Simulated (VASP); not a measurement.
# SnO2 in VASP: further runs, part 2 of 2

VASP 6.6.1.

## 3. Single point, r2SCAN (strain -3.0%)

The input, POSCAR:

```
SnO2
1.0
    0.0000000000      2.4574629624      2.4574629624
    2.4574629624      0.0000000000      2.4574629624
    2.4574629624      2.4574629624      0.0000000000
Sn O
1 2
Direct
    0.0000000000      0.0000000000      0.0000000000
    0.2500000000      0.2500000000      0.2500000000
    0.7500000000      0.7500000000      0.7500000000
```

The input, INCAR.step1:

```
SYSTEM = SnO2
  ALGO = Normal
  EDIFF = 1E-4
  ENCUT = 520
  GGA = PE
  ISMEAR = 0
  LASPH = .TRUE.
  LCHARG = .FALSE.
  LREAL = .FALSE.
  LWAVE = .TRUE.
  NBANDS = 20
  NELM = 100
  PREC = Accurate
  SIGMA = 0.01
```

The input, INCAR.step2:

```
SYSTEM = SnO2
  ALGO = Normal
  EDIFF = 1E-6
  ENCUT = 520
  ISIF = 2
  ISMEAR = 0
  ISTART = 1
  LASPH = .TRUE.
  LCHARG = .FALSE.
  LMIXTAU = .TRUE.
  LREAL = .FALSE.
  LWAVE = .FALSE.
  METAGGA = R2SCAN
  NBANDS = 20
  NELM = 100
  PREC = Accurate
  SIGMA = 0.01
```

The input, KPOINTS:

```
k-points
0
G
  8 8 8
  0 0 0
```

Potentials or basis: VASP PAW PBE potentials, release 64 (Sn_d, O).

Run with:

```sh
> cat potpaw_PBE.64/Sn_d/POTCAR potpaw_PBE.64/O/POTCAR > POTCAR
> cp INCAR.step1 INCAR
> mpirun -np 1 vasp_std > vasp.out
> cp INCAR.step2 INCAR
> mpirun -np 1 vasp_std > vasp.out
```

Wall time 54 s (1 thread of Intel Xeon Platinum 8375C at 2.90GHz (Ice Lake), shared host); peak memory 0.17 GiB.

Results (log left out):

```yaml
Free_energy: -41.2364 eV
Pressure: 27.8 GPa
Band_gap_on_the_k_mesh: 1.87 eV, indirect (least direct gap 3.52 eV)
```

Levels at points of the mesh, in eV from the valence-band top:
```tsv
k point	band 9	band 10	band 11	band 12	band 13	band 14	band 15	band 16	band 17	band 18
(0.00, 0.00, 0.00)	-3.33	-3.33	-1.65	-1.65	-1.65	1.87	8.22	8.22	8.22	14.61
(0.50, 0.00, 0.00)	-4.42	-3.92	-3.91	-2.45	-2.45	6.52	8.99	12.31	12.31	16.88
(0.50, 0.50, 0.00)	-6.32	-6.32	-0.24	-0.24	-0.22	4.34	8.99	10.99	14.56	14.56
```

Caveat: the cell differs from its parent crystal (strain -3.0%); the PAW data sets were made with another functional, which shifts forces and pressure a little; spin-orbit coupling is left out, which moves the levels of the heavy elements. A k mesh can miss the band edges.

## 4. Single point, r2SCAN

The input, POSCAR:

```
SnO2
1.0
    0.0000000000      2.5334669716      2.5334669716
    2.5334669716      0.0000000000      2.5334669716
    2.5334669716      2.5334669716      0.0000000000
Sn O
1 2
Direct
    0.0000000000      0.0000000000      0.0000000000
    0.2500000000      0.2500000000      0.2500000000
    0.7500000000      0.7500000000      0.7500000000
```

The input, INCAR.step1:

```
SYSTEM = SnO2
PREC = Accurate
ENCUT = 520
ISMEAR = 0
SIGMA = 0.01
LREAL = .FALSE.
LASPH = .TRUE.
NELM = 80
NBANDS = 20
GGA = PE
ALGO = Normal
EDIFF = 1E-4
LWAVE = .TRUE.
LCHARG = .FALSE.
```

The input, INCAR.step2:

```
SYSTEM = SnO2
PREC = Accurate
ENCUT = 520
EDIFF = 1E-6
ISMEAR = 0
SIGMA = 0.01
LREAL = .FALSE.
LASPH = .TRUE.
NELM = 80
ALGO = Normal
ISIF = 2
LWAVE = .FALSE.
LCHARG = .FALSE.
METAGGA = R2SCAN
LMIXTAU = .TRUE.
NBANDS = 20
ISTART = 1
```

The input, KPOINTS:

```
Automatic mesh
0
G
  8 8 8
  0 0 0
```

Potentials or basis: VASP PAW PBE potentials, release 64 (Sn_d, O).

Run with:

```sh
> cat potpaw_PBE.64/Sn_d/POTCAR potpaw_PBE.64/O/POTCAR > POTCAR
> cp INCAR.step1 INCAR
> mpirun -np 1 vasp_std > vasp.out
> cp INCAR.step2 INCAR
> mpirun -np 1 vasp_std > vasp.out
```

OUTCAR:

```text
SYSTEM = SnO2
   PREC = Accurate
   ENCUT = 520
   EDIFF = 1E-6
   ISMEAR = 0
   LREAL = .FALSE.
   LASPH = .TRUE.
   NELM = 80
   ISIF = 2
   METAGGA = R2SCAN
   ISTART = 1

 ion  position               nearest neighbor table
   1  0.000  0.000  0.000-   3 2.19   3 2.19   3 2.19   2 2.19   3 2.19   2 2.19   2 2.19   2 2.19

   2  0.250  0.250  0.250-   1 2.19   1 2.19   1 2.19   1 2.19
   3  0.750  0.750  0.750-   1 2.19   1 2.19   1 2.19   1 2.19

  LATTYP: Found a face centered cubic cell.
 ALAT       =     5.0669339432

[... 195 lines left out ...]
      5     -13.2558      2.00000
      6     -12.9843      2.00000
[... 541 lines left out ...]
     19      24.4740      0.00000
     20      28.2279      0.00000

 [... further k-points ...]
[... 5 lines left out ...]
  --------------------------------------------------------------------------------------
  -------------------------------------------------------------------------------------
  Total        0.2797172      0.2797172      0.2797172      0.0000000      0.0000000      0.0000000
  in kB       13.7801528     13.7801528     13.7801528      0.0000000      0.0000000      0.0000000
  external PRESSURE =      13.7801528 kB  Pullay stress =       0.0000000 kB

 VOLUME and BASIS-vectors are now :
 -----------------------------------------------------------------------------
  energy-cutoff  :      520.00
  volume of cell :       32.52
      direct lattice vectors                 reciprocal lattice vectors
     0.000000000  2.533466972  2.533466972    -0.197358010  0.197358010  0.197358010
     2.533466972  0.000000000  2.533466972     0.197358010 -0.197358010  0.197358010
     2.533466972  2.533466972  0.000000000     0.197358010  0.197358010 -0.197358010

 POSITION                                       TOTAL-FORCE (eV/Angst)
 -----------------------------------------------------------------------------------
      0.00000      0.00000      0.00000         0.000000      0.000000      0.000000
      1.26673      1.26673      1.26673         0.000000     -0.000000      0.000000
      3.80020      3.80020      3.80020        -0.000000      0.000000     -0.000000
 -----------------------------------------------------------------------------------
    total drift:                                0.000000     -0.000000      0.000000

  FREE ENERGIE OF THE ION-ELECTRON SYSTEM (eV)
  ---------------------------------------------------
  free  energy   TOTEN  =       -41.4814376366 eV

  energy  without entropy=      -41.4814376366  energy(sigma->0) =      -41.48143764
```

Wall time 57 s (1 thread of Intel Xeon Platinum 8375C at 2.90GHz (Ice Lake), shared host); peak memory 0.17 GiB.

What came out:

| Item | Value |
| --- | --- |
| Free energy | -41.4814 eV |
| Pressure | 1.4 GPa |
| Band gap on the k mesh | 0.86 eV, indirect (least direct gap 2.29 eV) |

Caveat: the PAW data sets were made with another functional, which shifts forces and pressure a little; spin-orbit coupling is left out, which moves the levels of the heavy elements. A k mesh can miss the band edges.

## 5. Single point, r2SCAN (strain +1.5%)

The input, POSCAR:

```
SnO2
1.0
    0.0000000000      2.5714689762      2.5714689762
    2.5714689762      0.0000000000      2.5714689762
    2.5714689762      2.5714689762      0.0000000000
Sn O
1 2
Direct
    0.0000000000      0.0000000000      0.0000000000
    0.2500000000      0.2500000000      0.2500000000
    0.7500000000      0.7500000000      0.7500000000
```

The input, INCAR.step1:

```
SYSTEM = SnO2
PREC = Accurate
ENCUT = 520
ISMEAR = -1
SIGMA = 0.02
LREAL = .False.
LASPH = .True.
NELM = 80
NBANDS = 20
GGA = PE
ALGO = Normal
EDIFF = 1E-4
LWAVE = .True.
LCHARG = .False.
```

The input, INCAR.step2:

```
SYSTEM = SnO2
PREC = Accurate
ENCUT = 520
EDIFF = 1E-6
ISMEAR = -1
SIGMA = 0.02
LREAL = .False.
LASPH = .True.
NELM = 80
ALGO = Normal
ISIF = 2
LWAVE = .False.
LCHARG = .True.
METAGGA = R2SCAN
LMIXTAU = .True.
LELF = .True.
LVHAR = .True.
NBANDS = 20
ISTART = 1
```

The input, KPOINTS:

```
regular mesh
0
Gamma
  8 8 8
  0 0 0
```

Run with:

```sh
> cat potpaw_PBE.64/Sn_d/POTCAR potpaw_PBE.64/O/POTCAR > POTCAR
> cp INCAR.step1 INCAR
> mpirun -np 1 vasp_std > vasp.out
> cp INCAR.step2 INCAR
> mpirun -np 1 vasp_std > vasp.out
```

Run time: 58 s. Hardware: 1 thread of Intel Xeon Platinum 8375C at 2.90GHz (Ice Lake), shared host; peak memory 0.17 GiB.

It converged, with:

- Free energy: -41.4519 eV
- Pressure: -8.0 GPa
- Band gap on the k mesh: 0.40 eV, indirect (least direct gap 1.74 eV)

Levels at points of the mesh, in eV from the valence-band top:
```csv
k point,band 10,band 11,band 12,band 13,band 14,band 15,band 16,band 17
"(0.00, 0.00, 0.00)",-2.89,-1.35,-1.35,-1.35,0.40,7.72,7.72,7.72
"(0.50, 0.00, 0.00)",-3.28,-3.28,-2.09,-2.09,5.10,8.41,10.97,10.97
"(0.50, 0.50, 0.00)",-5.35,-0.19,-0.19,-0.09,3.61,7.68,10.27,12.81
```

Caveat: the cell differs from its parent crystal (strain +1.5%); the PAW data sets were made with another functional, which shifts forces and pressure a little; spin-orbit coupling is left out, which moves the levels of the heavy elements. A k mesh can miss the band edges.

## 6. Single point, PBE (epitaxial xy strain +1.5%)

The input, INCAR:

```
SYSTEM = SnO2
  ALGO = Normal
  EDIFF = 1E-6
  ENCUT = 520
  GGA = PE
  ISIF = 2
  ISMEAR = -1
  LASPH = .TRUE.
  LCHARG = .FALSE.
  LREAL = .FALSE.
  LWAVE = .FALSE.
  NBANDS = 20
  NELM = 60
  PREC = Accurate
  SIGMA = 0.02
```

The input, KPOINTS:

```
k-points
0
G
  8 8 8
  0 0 0
```

The input, POSCAR:

```
SnO2
1.0
    0.0000000000      2.5714689762      2.5259808189
    2.5714689762      0.0000000000      2.5259808189
    2.5714689762      2.5714689762      0.0000000000
Sn O
1 2
Direct
    0.0000000000      0.0000000000      0.0000000000
    0.2500000000      0.2500000000      0.2500000000
    0.7500000000      0.7500000000      0.7500000000
```

Potentials or basis: VASP PAW PBE potentials, release 64 (Sn_d, O).

Run with:

```sh
> cat potpaw_PBE.64/Sn_d/POTCAR potpaw_PBE.64/O/POTCAR > POTCAR
> mpirun -np 1 vasp_std > vasp.out
```

Run time: 29 s. Hardware: 1 thread of Intel Xeon Platinum 8375C at 2.90GHz (Ice Lake), shared host; peak memory 0.17 GiB.

It converged, with:

| Property | Result |
| --- | --- |
| Free energy | -17.8974 eV |
| Pressure | 4.3 GPa |
| Band gap on the k mesh | zero (band 13 reaches 7.71 eV, above the bottom of band 14 at 7.66 eV) |

Stress tensor (GPa, compression positive):
```
1.75 0.00 0.00
0.00 1.75 0.00
0.00 0.00 9.42
```

Levels at points of the mesh, in eV from the Fermi level:
| k point | band 9 | band 10 | band 11 | band 12 | band 13 | band 14 | band 15 | band 16 | band 17 | band 18 |
| --- | --- | --- | --- | --- | --- | --- | --- | --- | --- | --- |
| (0.00, 0.00, 0.00) | -2.92 | -2.92 | -1.55 | -1.55 | -1.24 | -0.09 | 6.87 | 6.98 | 6.98 | 13.24 |
| (0.50, 0.00, 0.00) | -3.91 | -3.46 | -3.35 | -2.20 | -2.14 | 4.57 | 7.82 | 10.11 | 10.13 | 15.10 |
| (0.50, 0.50, 0.00) | -5.54 | -5.54 | -0.33 | -0.33 | -0.08 | 2.89 | 6.82 | 9.80 | 11.95 | 11.95 |
| (0.50, 0.00, 0.50) | -5.48 | -5.43 | -0.38 | -0.26 | -0.15 | 3.15 | 6.99 | 9.70 | 11.80 | 11.95 |

Caveat: the cell differs from its parent crystal (epitaxial xy strain +1.5%); spin-orbit coupling is left out, which moves the levels of the heavy elements.

## 7. The runs side by side

```csv
level,cell,smearing,gap on the mesh (eV),pressure (GPa)
PBE,"a = 3.583 Å, angles 60.0°, 3 atoms",fermi-dirac 0.02 eV,0.28,10.0
r2SCAN,"a = 3.475 Å, angles 60.0°, 3 atoms",gaussian 0.01 eV,1.87,27.8
r2SCAN,"a = 3.583 Å, angles 60.0°, 3 atoms",gaussian 0.01 eV,0.86,1.4
r2SCAN,"a = 3.637 Å, angles 60.0°, 3 atoms",fermi-dirac 0.02 eV,0.40,-8.0
PBE,"a = 3.605, b = 3.605, c = 3.637 Å, angles 59.7, 59.7, 60.6°, 3 atoms",fermi-dirac 0.02 eV,none,4.3
```

Alike in all rows: task single point; potentials or basis VASP PAW PBE potentials, release 64 (Sn_d, O); no spin polarisation; k mesh 8 × 8 × 8; cutoff (eV) 520.

Caveats: spin-orbit coupling is left out, which moves the levels of the heavy elements; the PAW data sets were made with another functional, which shifts forces and pressure a little (some runs).

Absolute energies hang on the potentials; compare differences alone.
